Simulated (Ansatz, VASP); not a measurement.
**ZrO2: VASP beside Ansatz**

```xyz
3
Lattice="0.0000 2.5438 2.5438 2.5438 0.0000 2.5438 2.5438 2.5438 0.0000" Properties=species:S:1:pos:R:3 pbc="T T T"
Zr    2.5438    2.5438    2.5438
O     3.8157    3.8157    3.8157
O     1.2719    1.2719    1.2719
```

Alike in both runs: functional PBE; dispersion D3(BJ); k mesh 8 × 8 × 8; no spin polarisation.

Ansatz relaxed the structure, and its values are those at the end. VASP's run is a single point on that final structure, the one shown.

```csv
,VASP,Ansatz
version,VASP 6.6.1,Ansatz 0.2.0
potentials or method,"VASP PAW PBE potentials, release 64 (Zr_sv, O), cutoff 600 eV","scalar-relativistic, plane waves, PAW"
occupations,"gaussian, width 0.01 eV",fixed
valence electrons in the cell,24,24
```

|  | VASP | Ansatz | Ansatz less VASP |
| --- | --- | --- | --- |
| gap on the k mesh at the Fermi level (eV) | 3.36 | 3.36 | +0.006 |
| least direct gap on the mesh (eV) | 3.80 | 3.81 | +0.005 |
| pressure (GPa) | 0.1 | 0.0 | -0.08 |
